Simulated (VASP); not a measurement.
**YZr2O2: single point with PBE**

The system is YZr2O2.

```
Y Zr O
1.0
     5.05801    0.00000    0.00000
    -2.52900    4.38037    0.00000
     0.00000    0.00000    4.09593
Y Zr O
1 2 2
Direct
  0.00000 0.00000 0.00000
  0.33333 0.66667 0.50000
  0.66667 0.33333 0.50000
  0.33333 0.66667 0.00000
  0.66667 0.33333 0.00000
```

* Program: VASP 6.6.1
* Task: single point
* Functional: PBE
* Potentials or basis: VASP PAW PBE potentials, release 64 (Y_sv, Zr_sv, O)
* Cutoff: 520 eV
* k mesh: 6 × 6 × 4
* Occupations: gaussian, width 0.1 eV
* Spin: collinear spin, ferromagnetic start
* Starting moments: [0.0, 1.0, 1.0, 0.0, 0.0] μB
* Dipole correction: no
* Further INCAR settings: ALGO = Normal; EDIFF = 1e-06; NBANDS = 36

```yaml
Pressure: 0.2 GPa
Net_moment: 0.00 μB per cell
Valence_electrons_inside_the_program's_atomic_spheres: Y 9.22; Zr 9.97; O 5.00
```

Stress tensor (GPa, compression positive):
```
0.14 0.00 0.00
0.00 0.14 0.00
0.00 0.00 0.33
```

Levels at points of the mesh, in eV from the Fermi level:
Spin up:
| k point | band 20 | band 21 | band 22 | band 23 | band 24 | band 25 | band 26 | band 27 |
| --- | --- | --- | --- | --- | --- | --- | --- | --- |
| (0.00, 0.00, 0.00) | -3.48 | -3.05 | 0.34 | 0.34 | 0.42 | 0.42 | 1.11 | 1.11 |
| (0.50, 0.00, 0.00) | -3.22 | -2.12 | -1.05 | -0.59 | -0.57 | -0.36 | 0.52 | 1.28 |
| (0.00, 0.00, 0.50) | -4.07 | -2.81 | -1.00 | -1.00 | 1.14 | 1.14 | 1.42 | 2.88 |
| (0.50, 0.00, 0.50) | -4.01 | -1.84 | -1.20 | -0.75 | 0.27 | 1.23 | 2.10 | 2.62 |
Spin down:
```tsv
k point	band 19	band 20	band 21	band 22	band 23	band 24	band 25	band 26	band 27	band 28
(0.00, 0.00, 0.00)	-3.50	-3.48	-3.05	0.34	0.34	0.42	0.42	1.11	1.11	1.25
(0.50, 0.00, 0.00)	-3.41	-3.22	-2.12	-1.05	-0.59	-0.57	-0.36	0.52	1.28	2.13
(0.00, 0.00, 0.50)	-4.07	-4.07	-2.81	-1.00	-1.00	1.14	1.14	1.42	2.88	2.88
(0.50, 0.00, 0.50)	-4.41	-4.00	-1.84	-1.20	-0.75	0.27	1.23	2.10	2.62	2.84
```

It took 61 s on 1 thread of Intel(R) Xeon(R) 6975P-C (Granite Rapids), with other jobs on the host, peak memory 0.32 GiB.

Caveat: the k points lie up to 0.38 Å⁻¹ apart.
